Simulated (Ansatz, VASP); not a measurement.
# Re: VASP beside Ansatz

Contents of INCAR:

```
PREC     = Accurate       # precision mode
ENCUT    = 520            # plane-wave cutoff, eV
EDIFF    = 1E-8           # SCF threshold, eV
ISMEAR   = -1             # smearing method
SIGMA    = 0.05           # smearing width, eV
LREAL    = F              # projectors in reciprocal space
LASPH    = T              # aspherical terms in the spheres
NELM     = 60             # most SCF steps
ALGO     = Normal         # electronic algorithm
ISIF     = 2              # what is computed and relaxed
LWAVE    = F              # write WAVECAR
LCHARG   = F              # write CHGCAR
GGA      = PS             # functional
LEFG     = T            
NBANDS   = 18             # bands
```

KPOINTS

```
regular mesh
0
Gamma
  15 15 15
```

The input POSCAR:

```
Re
1.0
    1.3885209375      0.8016629370      6.7208627639
   -1.3885209375      0.8016629370      6.7208627639
    0.0000000000     -1.6033258741      6.7208627639
Re
3
Direct
    0.0000000000      0.0000000000      0.0000000000
    0.2221738800      0.2221738800      0.2221738800
    0.7778261200      0.7778261200      0.7778261200
```

Input for Ansatz:

```yaml
crystal:
  lattice:
    - [1.3885209375, 0.801662937, 6.7208627639]
    - [-1.3885209375, 0.801662937, 6.7208627639]
    - [0.0, -1.6033258741, 6.7208627639]
  atoms:
    - { symbol: Re, position: [0.0, 0.0, 0.0] }
    - { symbol: Re, position: [0.22217388, 0.22217388, 0.22217388] }
    - { symbol: Re, position: [0.77782612, 0.77782612, 0.77782612] }
kpoints:
  mp_grid: { grid: [15, 15, 15] }
scf:
  occupations: { method: fermi_dirac, width: 0.05 }
hamiltonian:
  xc: pbesol
  pseudopotentials: { kind: all_electron, datasets: crystal }
output:
  forces: true
  stress: true
  eigenvalues: true
  efg: { contact_densities: true }
```

Change from the starting cell: volume scaled by 1.01, crystal datasets.

Alike in both runs: task electric field gradients; functional PBEsol; k mesh 15 × 15 × 15; occupations fermi-dirac, width 0.05 eV; no spin polarisation.

|  | VASP | Ansatz |
| --- | --- | --- |
| version | VASP 6.6.1 | Ansatz 0.2.0 |
| potentials or method | VASP PAW PBE potentials, release 64 (Re), cutoff 520 eV | all-electron PAW with datasets made for the crystal, scalar-relativistic |

```csv
,VASP,Ansatz,Ansatz less VASP
pressure (GPa),-10.3,-9.9,+0.33
"traceless stress, the component that is largest in VASP (GPa)",-0.69,-0.63,+0.061
rms of the force components (eV/Å),0.010,0.009,-0.0011
size of Vzz on the site where it differs most (V/Å²),35.8,21.2,-14.62
```

VASP's potentials were made for PBE, not for PBEsol. Atom by atom the forces differ by 0.001 eV/Å (rms over components). Ansatz ran all-electron here, and VASP with PAW potentials.

Neither program's run includes spin-orbit coupling.
